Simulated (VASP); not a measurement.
In3As:

```xyz
4
Lattice="4.6717 0.0000 0.0000 0.0000 4.6717 0.0000 0.0000 0.0000 4.6717" Properties=species:S:1:pos:R:3 pbc="T T T"
In    0.0000    2.3358    2.3358
In    2.3358    0.0000    2.3358
In    2.3358    2.3358    0.0000
As    0.0000    0.0000    0.0000
```

```yaml
Program: VASP 6.6.1
Task: relaxation of cell and atoms
Functional: RPBE
Dispersion: D3(BJ)
Potentials_or_basis: VASP PAW PBE potentials, release 64 (In_d, As)
Cutoff: 600 eV
k_mesh: 4 × 4 × 4
Occupations: fermi-dirac, width 0.05 eV
Spin: no spin polarisation
```

At the start: pressure -16.6 GPa; volume 25.49 Å³/atom.

Task: How do energy, volume and symmetry change on relaxing?

Result: Over 6 steps the energy falls by 462.3 meV/atom and the volume is 18.89 Å³/atom (-25.9 %); space group Pm-3m (No. 221, to 0.05 Å).

Step by step:
```
step  energy change (eV)  largest force (eV/Å)  pressure (GPa)  volume (Å³)
   1              0.0000                0.0000          -16.65       101.96
   2             -1.4589                0.0000           17.53        67.66
   3             -1.8488                0.0000           -0.51        75.91
   4             -1.8492                0.0000            0.22        75.44
   5             -1.8492                0.0000           -0.20        75.71
   6             -1.8493                0.0000            0.01        75.57
```

Final structure:
```xyz
4
Lattice="4.2279 0.0000 0.0000 0.0000 4.2279 0.0000 0.0000 0.0000 4.2279" Properties=species:S:1:pos:R:3 pbc="T T T"
In    0.0000    2.1140    2.1140
In    2.1140    0.0000    2.1140
In    2.1140    2.1140    0.0000
As    0.0000    0.0000    0.0000
```

Caveat: the volume moved by over 15 % at a fixed basis, so the end points are rough; the PAW data sets were made with another functional, which shifts forces and pressure a little; pairwise dispersion overbinds metals, which lowers pressure and volume.
